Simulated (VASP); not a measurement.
Set up this calculation in VASP 6.6.1, as the native input.

| Quantity | Value |
| --- | --- |
| Task | single point |
| Functional | PBE |
| Potentials or basis | VASP PAW PBE potentials, release 64 (Mo_sv, S) |
| Cutoff | 520 eV |
| k mesh | 8 × 8 × 8 |
| Occupations | fermi-dirac, width 0.05 eV |
| Spin | no spin polarisation |
| Dipole correction | no |
| Further INCAR settings | ALGO = Normal; EDIFF = 1e-06; NBANDS = 20 |

The structure of MoS2 lies in POSCAR:

```
MoS2
1.0
    1.5999900475      0.9237546846      6.7049545088
   -1.5999900475      0.9237546846      6.7049545088
    0.0000000000     -1.8475093693      6.7049545088
Mo S
1 2
Direct
    0.0000000000      0.0000000000      0.0000000000
    0.7451553973      0.7451553973      0.7451553973
    0.2548446027      0.2548446027      0.2548446027
```

These files were run (other wordings do the same):

INCAR

```
PREC = Accurate ; ENCUT = 520
EDIFF = 1E-6 ; ISMEAR = -1
SIGMA = 0.05 ; LREAL = F
LASPH = T ; NELM = 100
ALGO = Normal ; ISIF = 2
LWAVE = F ; LCHARG = F
GGA = PE ; NBANDS = 20
```

KPOINTS

```
Automatic mesh
0
Gamma
  8 8 8
```

Potentials or basis: VASP PAW PBE potentials, release 64 (Mo_sv, S).

Command:

```sh
$ cat potpaw_PBE.64/Mo_sv/POTCAR potpaw_PBE.64/S/POTCAR > POTCAR
$ mpirun -np 1 vasp_std > vasp.out
```

It gave:

```yaml
Pressure: -0.1 GPa
Largest_force: 0.008 eV/Å
Band_gap_on_the_k_mesh: zero (bands 13 and 14 overlap by 0.26 eV)
```

It took 9.9 min on 1 thread of Intel Xeon 8259CL, on a shared host, peak memory 0.41 GiB.
